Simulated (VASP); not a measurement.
# Mg (P6/mmm) in VASP: notebook

The runs below take Mg through relaxation of cell and atoms, with PBE.

Everything below comes from runs of VASP 6.6.1. Logs are shortened: lines on timing, memory, paths and dates and some standing lists are left out, and cuts for length are marked.

**1. The cell of the first run**

Symmetry: P6/mmm, No. 191, hexagonal system. Conventional cell: a = 3.101 Å, b = 3.101 Å, c = 2.915 Å, α = 90.00°, β = 90.00°, γ = 120.00°. Within 3.8 Å of Mg (site symmetry 6/mmm) lie 8 Mg at 2.92 to 3.10 Å.

This isn't the form of Mg at room conditions, which is hcp.

**2. Relaxation of cell and atoms, PBE, target pressure -0.31 GPa, at which the enthalpy is minimised**

INCAR reads:

```
  PREC = Accurate
  ENCUT = 600
  EDIFF = 1E-6
  ISMEAR = -1
  SIGMA = 0.08
  LREAL = F
  LASPH = T
  NELM = 80
  ALGO = Normal
  ISIF = 3
  LWAVE = F
  LCHARG = F
  GGA = PE
  IBRION = 2
  NSW = 60
  EDIFFG = -0.005
  PSTRESS = -3.1
```

KPOINTS reads:

```
regular mesh
0
Gamma
  14 14 13
```

POSCAR reads:

```
Mg
1.0
    3.1014039781      0.0000000000      0.0000000000
   -1.5507019890      2.6858946324      0.0000000000
    0.0000000000      0.0000000000      2.9153197394
Mg
1
Direct
    0.0000000000      0.0000000000      0.0000000000
```

Potentials or basis: VASP PAW PBE potentials, release 64 (Mg).

Launch:

```bash
$ cat potpaw_PBE.64/Mg/POTCAR > POTCAR
$ mpirun -np 1 vasp_std > vasp.out
```

OUTCAR:

```text
PREC = Accurate
   ENCUT = 600
   EDIFF = 1E-6
   ISMEAR = -1
   LREAL = F
   LASPH = T
   NELM = 80
   ISIF = 3
   GGA = PE
   IBRION = 2
   NSW = 60
   EDIFFG = -0.005
   PSTRESS = -3.1

 ion  position               nearest neighbor table
   1  0.000  0.000  0.000-

  LATTYP: Found a hexagonal cell.
 ALAT       =     3.1014039781
 C/A-ratio  =     0.9400000000

  Lattice vectors:

 A1 = (   3.1014039781,   0.0000000000,   0.0000000000)
 A2 = (  -1.5507019890,   2.6858946324,   0.0000000000)
 A3 = (   0.0000000000,   0.0000000000,   2.9153197394)

Analysis of symmetry for initial positions (statically):
=====================================================================
 Subroutine PRICEL returns:
 Original cell was already a primitive cell.

 Routine SETGRP: Setting up the symmetry group for a
 hexagonal supercell.

 Subroutine GETGRP returns: Found 24 space group operations
 (whereof 24 operations were pure point group operations)
 out of a pool of 24 trial point group operations.

The static configuration has the point symmetry D_6h.

Analysis of symmetry for dynamics (positions and initial velocities):
=====================================================================
 Subroutine PRICEL returns:
 Original cell was already a primitive cell.

 Routine SETGRP: Setting up the symmetry group for a
 hexagonal supercell.

 Subroutine GETGRP returns: Found 24 space group operations
 (whereof 24 operations were pure point group operations)
 out of a pool of 24 trial point group operations.

The dynamic configuration has the point symmetry D_6h.

 Subroutine INISYM returns: Found 24 space group operations
 (whereof 24 operations are pure point group operations),
 and found     1 'primitive' translations

----------------------------------------------------------------------------------------

                                     Primitive cell

  volume of cell :      24.2847

  direct lattice vectors                    reciprocal lattice vectors
     3.101403978  0.000000000  0.000000000     0.322434616  0.186157712  0.000000000
    -1.550701989  2.685894632  0.000000000     0.000000000  0.372315424  0.000000000
[... 88 lines left out ...]
   NFREE  =      1    steps in history (QN), initial steepest desc. (CG)
   ISIF   =      3    stress and relaxation
   ISYM   =      2    0-nonsym 1-usesym 2-fastsym
   POTIM  = 0.5000    time-step for ionic-motion
   TEBEG  =    0.0;   TEEND  =   0.0 temperature during run
   PSTRESS=   -3.1 pullay stress
   NELECT =       2.0000    total number of electrons
   NUPDOWN=      -1.0000    fix difference up-down
   EMIN   =  10.00;   EMAX   =-10.00  energy-range for DOS
   EFERMI =   0.00;   METHOD = LEGACY
   ISMEAR =    -1;   SIGMA  =   0.08  broadening in eV -4-tet -1-fermi 0-gaus
   EFERMI_NEDOS =   21; number of points for ismear=-14 and -15
   IALGO  =     38    algorithm
   IMIX   =      4    mixing-type and parameters
     AMIX     =   0.40;   BMIX     =  1.00
     AMIX_MAG =   1.60;   BMIX_MAG =  1.00
  volume/ion in A,a.u.               =      24.28       163.88
  Fermi-wavevector in a.u.,A,eV,Ry     =   0.712263  1.345982  6.902487  0.507318
  Thomas-Fermi vector in A             =   1.799592
   LORBIT       =      0    0 simple, 1 ext, 2 COOP (PROOUT), +10 PAW based schemes
   GGA     = PE    functional components
   LHFCALC =     F    Hartree Fock is set to
   AEXX    =    0.0000 exact exchange contribution
   IVDW    =     0    specifies the selected vdW correction
   LEPSILON=     F    determine dielectric tensor
   LRPA    =     F    only Hartree local field effects (RPA)
 conjugate gradient relaxation of ions
 non-spin polarized calculation
  energy-cutoff  :      600.00
  volume of cell :       24.28
 maximum number of plane-waves:       828
 NGX is ok and might be reduce to    28
   NGX = 13   NGY = 13   NGZ = 11

--------------------------------------- Ionic step        1  -------------------------------------------

 number of electron       2.0000000 magnetization

 Free energy of the ion-electron system (eV)
  ---------------------------------------------------
  ext. energy  EPLUGINS =         0.00000000
  ---------------------------------------------------
  free energy    TOTEN  =        -1.26288179 eV

  energy without entropy =       -1.25188971  energy(sigma->0) =       -1.25738575

------------------------ aborting loop because EDIFF is reached ----------------------------------------

  FORCE on cell =-STRESS in cart. coord.  units (eV):
  Direction    XX          YY          ZZ          XY          YZ          ZX
  --------------------------------------------------------------------------------------
  -------------------------------------------------------------------------------------
  Total        0.0016770      0.0016770      0.5878152      0.0000000     -0.0000000      0.0000000
  in kB        0.1106413      0.1106413     38.7809004      0.0000000     -0.0000000      0.0000000
  external PRESSURE =      16.1007276 kB  Pullay stress =      -3.1000000 kB
[... 172 lines left out ...]
--------------------------------------- Ionic step        6  -------------------------------------------

 number of electron       2.0000000 magnetization

 Free energy of the ion-electron system (eV)
  ---------------------------------------------------
  ext. energy  EPLUGINS =         0.00000000
  ---------------------------------------------------
  free energy    TOTEN  =        -1.28053840 eV

  energy without entropy =       -1.27005958  energy(sigma->0) =       -1.27529899

 E-fermi :   1.9988     XC(G=0):  -8.0974

 val. band max:        1.9969735450   @ k =   0.4286   0.1429   0.2308
 cond. band min:       2.0157897620   @ k =   0.1429   0.0714   0.3846
 fundamental gap:      0.0188162170
 Fermi energy:         1.9987997762

 k-point     1 :       0.0000    0.0000    0.0000
  band No.  band energies     occupation
      1      -4.4235      2.00000
      2       9.6896      0.00000
      3      10.1734      0.00000
      4      14.3313      0.00000
      5      14.3313      0.00000
[... 177 lines left out ...]
 k-point    24 :       0.3571    0.2857    0.0000
  band No.  band energies     occupation
      1       1.7119      1.94608
      2       2.0733      0.56511
      3       3.4407      0.00000
      4      15.6018      0.00000
      5      15.8786      0.00000

 [... further k-points ...]

------------------------ aborting loop because EDIFF is reached ----------------------------------------

  FORCE on cell =-STRESS in cart. coord.  units (eV):
  Direction    XX          YY          ZZ          XY          YZ          ZX
  --------------------------------------------------------------------------------------
  -------------------------------------------------------------------------------------
  Total       -0.0501765     -0.0501765     -0.0479734     -0.0000000      0.0000000      0.0000000
  in kB       -3.1027007     -3.1027007     -2.9664656     -0.0000000      0.0000000      0.0000000
  external PRESSURE =       0.0427110 kB  Pullay stress =      -3.1000000 kB
[... 20 lines left out ...]
  energy  without entropy=       -1.2700595793  energy(sigma->0) =       -1.27529899

  enthalpy is  TOTEN    =        -1.3306712672 eV   P V=       -0.0501328644

 reached required accuracy - stopping structural energy minimisation
```

OSZICAR:

```text
N       E                     dE             d eps       ncg     rms          rms(c)
DAV:   1    -0.315501250041E+00   -0.31550E+00   -0.76875E+02  1740   0.297E+02
DAV:   2    -0.126837658183E+01   -0.95288E+00   -0.88448E+00  2205   0.167E+01
DAV:   3    -0.127386721939E+01   -0.54906E-02   -0.54705E-02  2330   0.149E+00
[... 33 lines left out ...]
       N       E                     dE             d eps       ncg     rms          rms(c)
DAV:   1    -0.128054233692E+01   -0.16711E-03   -0.48377E-04  2165   0.944E-02    0.107E-02
DAV:   2    -0.128053985808E+01    0.24788E-05   -0.45234E-06  2000   0.139E-02    0.659E-03
DAV:   3    -0.128053841378E+01    0.14443E-05   -0.30491E-06  2030   0.591E-03    0.295E-04
DAV:   4    -0.128053840273E+01    0.11053E-07   -0.53497E-08   855   0.164E-03
   6 F= -.13306713E+01 E0= -.13254319E+01  d E =-.740847E-03
```

It took 27 s on 1 thread of AMD EPYC 9R45 (Zen 5), shared host; peak memory 0.15 GiB.

What came out:

* Free energy: -1.2805 eV
* Relaxed volume: 25.91 Å³/atom
* Relaxed cell: a = 3.095 Å, b = 3.095 Å, c = 3.123 Å, α = 90.00°, β = 90.00°, γ = 120.00°
* Space group after relaxing (to 0.1 Å): P6/mmm (No. 191)
* Energy change on relaxing (the run minimises the enthalpy): -17.7 meV/atom
* Ionic steps: 6
* Pressure after relaxing: -0.3 GPa
* Band gap on the k mesh: zero (bands 1 and 2 overlap by 4.27 eV)

The path:
| step | energy change (eV) | largest force (eV/Å) | pressure (GPa) | volume (Å³) |
| --- | --- | --- | --- | --- |
| 1 | 0.0000 | 0.0000 | 1.30 | 24.28 |
| 2 | -0.0127 | 0.0000 | 0.29 | 25.15 |
| 3 | -0.0165 | 0.0000 | -0.53 | 26.03 |
| 4 | -0.0164 | 0.0000 | -0.66 | 26.20 |
| 5 | -0.0175 | 0.0000 | -0.39 | 25.97 |
| 6 | -0.0177 | 0.0000 | -0.31 | 25.91 |

Final structure:
```xyz
1
Lattice="3.0950 0.0000 0.0000 -1.5475 2.6804 0.0000 0.0000 0.0000 3.1233" Properties=species:S:1:pos:R:3 pbc="T T T"
Mg    0.0000    0.0000    0.0000
```

Levels at points of the mesh, in eV from the Fermi level:
```csv
k point,band 1,band 2,band 3,band 4
"(0.00, 0.00, 0.00)",-6.42,7.69,8.17,12.33
"(0.50, 0.00, 0.00)",-1.47,-1.12,8.10,8.39
```

Caveat: the cell is relaxed towards a set pressure, so the run minimises the enthalpy, not the energy.

**3. Relaxation of cell and atoms, PBE, target pressure -0.31 GPa, at which the enthalpy is minimised**

This run uses another cell than the first one, of 25.99 Å³/atom.

INCAR reads:

```
SYSTEM = Mg
PREC     = Accurate       ! precision mode
ENCUT    = 600            ! plane-wave cutoff, eV
EDIFF    = 1E-6           ! SCF threshold, eV
ISMEAR   = -1             ! smearing method
SIGMA    = 0.08           ! smearing width, eV
LREAL    = .False.        ! projectors in reciprocal space
LASPH    = .True.         ! aspherical terms in the spheres
NELM     = 60             ! most SCF steps
ALGO     = Normal         ! electronic algorithm
ISIF     = 3              ! what is computed and relaxed
LWAVE    = .False.        ! write WAVECAR
LCHARG   = .False.        ! write CHGCAR
GGA      = PE             ! functional
IBRION   = 2              ! ionic algorithm
NSW      = 32             ! ionic steps
EDIFFG   = -0.005         ! ionic threshold
PSTRESS  = -3.1
```

KPOINTS reads:

```
Automatic mesh
0
Gamma
  14 14 13
  0 0 0
```

POSCAR reads:

```
Mg
1.0
    3.0981663327      0.0000000000      0.0000000000
   -1.5490831663      2.6830907492      0.0000000000
    0.0000000000      0.0000000000      3.1267175725
Mg
1
Direct
    0.0000000000      0.0000000000      0.0000000000
```

Potentials or basis: VASP PAW PBE potentials, release 64 (Mg).

Launch:

```bash
$ cat potpaw_PBE.64/Mg/POTCAR > POTCAR
$ mpirun -np 1 vasp_std > vasp.out
```

Run time: 14 s. Hardware: 1 thread of AMD EPYC 9R45 (Zen 5), shared host; peak memory 0.15 GiB.

The run converged. Its results:

| Quantity | Value |
| --- | --- |
| Free energy | -1.2805 eV |
| Relaxed volume | 25.92 Å³/atom |
| Relaxed cell | a = 3.095 Å, b = 3.095 Å, c = 3.125 Å, α = 90.00°, β = 90.00°, γ = 120.00° |
| Space group after relaxing (to 0.1 Å) | P6/mmm (No. 191) |
| Energy change on relaxing (the run minimises the enthalpy) | -0.2 meV/atom |
| Ionic steps | 3 |
| Pressure after relaxing | -0.3 GPa |
| Band gap on the k mesh | zero (bands 1 and 2 overlap by 4.27 eV) |

The path:
```tsv
step	energy change (eV)	largest force (eV/Å)	pressure (GPa)	volume (Å³)
1	0.0000	0.0000	-0.39	25.99
2	-0.0001	0.0000	-0.34	25.94
3	-0.0002	0.0000	-0.31	25.92
```

Final structure:
```
Mg
1.0
     3.09465    0.00000    0.00000
    -1.54732    2.68004    0.00000
     0.00000    0.00000    3.12492
Mg
1
Cartesian
  0.0000 0.0000 0.0000
```

Levels at points of the mesh, in eV from the Fermi level:
| k point | band 1 | band 2 | band 3 | band 4 | band 5 |
| --- | --- | --- | --- | --- | --- |
| (0.00, 0.00, 0.00) | -6.42 | 7.68 | 8.16 | 12.34 | 12.34 |
| (0.50, 0.00, 0.00) | -1.47 | -1.12 | 8.10 | 8.39 | 12.35 |

Caveat: the cell is relaxed towards a set pressure, so the run minimises the enthalpy, not the energy.
